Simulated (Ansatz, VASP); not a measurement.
## In3Cu in VASP and in Ansatz

INCAR

```
SYSTEM = In3Cu
PREC = Accurate
ENCUT = 520
EDIFF = 1E-6
ISMEAR = 0
SIGMA = 0.15
LREAL = .FALSE.
LASPH = .TRUE.
NELM = 80
ALGO = Fast
ISIF = 2
LWAVE = .FALSE.
LCHARG = .TRUE.
LELF = .TRUE.
LVHAR = .TRUE.
NBANDS = 33
```

KPOINTS

```
Automatic mesh
0
G
  10 10 10
  0 0 0
```

File POSCAR:

```
In3Cu
1.0
    4.2136865309     -0.0743255426     -0.0743255426
   -0.0743255426      4.2136865309     -0.0743255426
   -0.0743255426     -0.0743255426      4.2136865309
In Cu
3 1
Direct
    0.0000000000      0.5000000000      0.5000000000
    0.5000000000      0.0000000000      0.5000000000
    0.5000000000      0.5000000000      0.0000000000
    0.0000000000      0.0000000000      0.0000000000
```

Input for Ansatz:

```yaml
crystal:
  lattice:
    - [4.2136865309, -0.0743255426, -0.0743255426]
    - [-0.0743255426, 4.2136865309, -0.0743255426]
    - [-0.0743255426, -0.0743255426, 4.2136865309]
  atoms:
    - { symbol: In, position: [0.0, 0.5, 0.5] }
    - { symbol: In, position: [0.5, 0.0, 0.5] }
    - { symbol: In, position: [0.5, 0.5, 0.0] }
    - { symbol: Cu, position: [0.0, 0.0, 0.0] }
basis:
  ecutwfc: 520.0
kpoints:
  mp_grid: { grid: [10, 10, 10] }
hamiltonian:
  xc: lda
scf:
  occupations: { method: gaussian, width: 0.15 }
output:
  forces: true
  stress: true
  eigenvalues: true
  write_density: true
  write_potential: true
  elf: true
  volumetric_format: npy
```

Alike in both runs: task single point; functional LDA; k mesh 10 × 10 × 10; occupations gaussian, width 0.15 eV; no spin polarisation.

```csv
,VASP,Ansatz
version,VASP 6.6.1,Ansatz 0.2.0
potentials or method,"VASP PAW LDA potentials, release 64 (In_d, Cu), cutoff 520 eV","scalar-relativistic, plane waves, PAW"
valence electrons in the cell,50,58
```

VASP gave:

```
gap on the k mesh at the Fermi level (eV)                     : none
pressure (GPa)                                                : 9.4
traceless stress, the component that is largest in VASP (GPa) : 0.06
```

Q: Which values does Ansatz return?

A: gap on the k mesh at the Fermi level (eV): none; pressure (GPa): 6.4; traceless stress, the component that is largest in VASP (GPa): 0.03.

LDA's correlation is that of Perdew and Zunger in VASP and of Perdew and Wang (1992) in Ansatz. A gap of «none» marks a metal or a gap that the smearing closes. VASP's potentials hold 50 valence electrons a cell and Ansatz's 58, so a difference there can come from the potentials and not from the codes.
